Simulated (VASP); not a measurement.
Set up this calculation in VASP 6.6.1, as the native input.

- Task: single point
- Functional: r2SCAN
- Potentials or basis: VASP PAW PBE potentials, release 64 (Sn_d)
- Cutoff: 520 eV
- k mesh: 11 × 11 × 11
- Occupations: fermi-dirac, width 0.05 eV
- Spin: no spin polarisation
- Dipole correction: no
- Further INCAR settings: ALGO = Normal; EDIFF = 1e-07; NBANDS = 13

The system is Sn.

```
CELL_PARAMETERS angstrom
-1.76040 1.81037 2.38420
1.76040 -1.81037 2.38420
1.76040 1.81037 -2.38420
ATOMIC_POSITIONS crystal
Sn 0.00000 0.00000 0.00000
```

One way to write it, as run:

POSCAR

```
Sn
1.0
   -1.7604013028      1.8103704880      2.3842034864
    1.7604013028     -1.8103704880      2.3842034864
    1.7604013028      1.8103704880     -2.3842034864
Sn
1
Direct
    0.0000000000      0.0000000000      0.0000000000
```

INCAR.step1

```
SYSTEM = Sn
ALGO = Normal
EDIFF = 1E-4
ENCUT = 520
GGA = PE
ISMEAR = -1
LASPH = .TRUE.
LCHARG = .FALSE.
LREAL = .FALSE.
LWAVE = .TRUE.
NBANDS = 13
NELM = 60
PREC = Accurate
SIGMA = 0.05
```

INCAR.step2

```
SYSTEM = Sn
ALGO = Normal
EDIFF = 1E-7
ENCUT = 520
ISIF = 2
ISMEAR = -1
ISTART = 1
LASPH = .TRUE.
LCHARG = .FALSE.
LMIXTAU = .TRUE.
LREAL = .FALSE.
LWAVE = .FALSE.
METAGGA = R2SCAN
NBANDS = 13
NELM = 60
PREC = Accurate
SIGMA = 0.05
```

KPOINTS

```
k-points
0
G
  11 11 11
  0 0 0
```

Potentials or basis: VASP PAW PBE potentials, release 64 (Sn_d).

The run is started by

```sh
$ cat potpaw_PBE.64/Sn_d/POTCAR > POTCAR
$ cp INCAR.step1 INCAR
$ mpirun -np 1 vasp_std > vasp.out
$ cp INCAR.step2 INCAR
$ mpirun -np 1 vasp_std > vasp.out
```

Results of the run:

```yaml
Pressure: -4.3 GPa
Band_gap_on_the_k_mesh: zero (band 7 reaches 13.79 eV, above the bottom of band 8 at 5.10 eV)
```

Caveat: the PAW data sets were made with another functional, which shifts forces and pressure a little; spin-orbit coupling is left out, which moves the levels of the heavy elements.

Wall time 3.3 min on 1 thread of AMD EPYC 9R45 96-Core Processor (Zen 5), on a shared host, peak memory 0.19 GiB.
